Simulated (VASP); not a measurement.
**InSb: single point with PBE+D3(BJ)**

**The experiment to reproduce.**

“Electronic Structure and Epitaxy of CdTe Shells on InSb Nanowires”, 2021, arxiv:2111.05126 quotes, for a bulk crystal of InSb: band gap 0.24 eV.

Crystal: InSb.

```xyz
2
Lattice="0.0000 3.2735 3.2735 3.2735 0.0000 3.2735 3.2735 3.2735 0.0000" Properties=species:S:1:pos:R:3 pbc="T T T"
In    0.0000    0.0000    0.0000
Sb    4.9102    4.9102    4.9102
```

| Quantity | Value |
| --- | --- |
| Program | VASP 6.6.1 |
| Task | single point |
| Functional | PBE |
| Dispersion | D3(BJ) |
| Potentials or basis | VASP PAW PBE potentials, release 64 (In_d, Sb) |
| Cutoff | 520 eV |
| k mesh | 12 × 12 × 12 |
| Occupations | gaussian, width 0.1 eV |
| Spin | no spin polarisation |
| Dipole correction | no |
| Further INCAR settings | ALGO = Normal; EDIFF = 1e-07; NBANDS = 16 |

* Pressure: -0.1 GPa
* Band gap on the k mesh: zero (filled and empty bands touch)
* Dispersion energy per atom: -0.321 eV

Levels at points of the mesh, in eV from the Fermi level:
| k point | band 7 | band 8 | band 9 | band 10 | band 11 | band 12 |
| --- | --- | --- | --- | --- | --- | --- |
| (0.00, 0.00, 0.00) | -0.43 | -0.06 | -0.06 | -0.06 | 2.91 | 2.91 |
| (0.50, 0.00, 0.00) | -5.53 | -1.02 | -1.02 | 0.43 | 3.75 | 3.75 |
| (0.50, 0.50, 0.00) | -5.84 | -2.22 | -2.22 | 1.29 | 1.34 | 7.91 |

Run time: 120 s on 1 thread of Intel Xeon 8259CL, on a shared host, peak memory 0.27 GiB.

Against the measured gap of InSb, 0.24 eV (quoted in “Electronic Structure and Epitaxy of CdTe Shells on InSb Nanowires”, 2021, arxiv:2111.05126), the calculated 0.00 eV is off by -0.24 eV. Spin-orbit coupling on In, Sb is left out. The value is that of PBE+D3(BJ) on a finite k mesh, which can miss the band edges, without temperature or zero-point motion. Semilocal functionals fall short of measured gaps as a rule.

Caveat: semilocal functionals underestimate gaps, so a narrow gap can read as zero; spin-orbit coupling is left out, which moves the levels of the heavy elements.
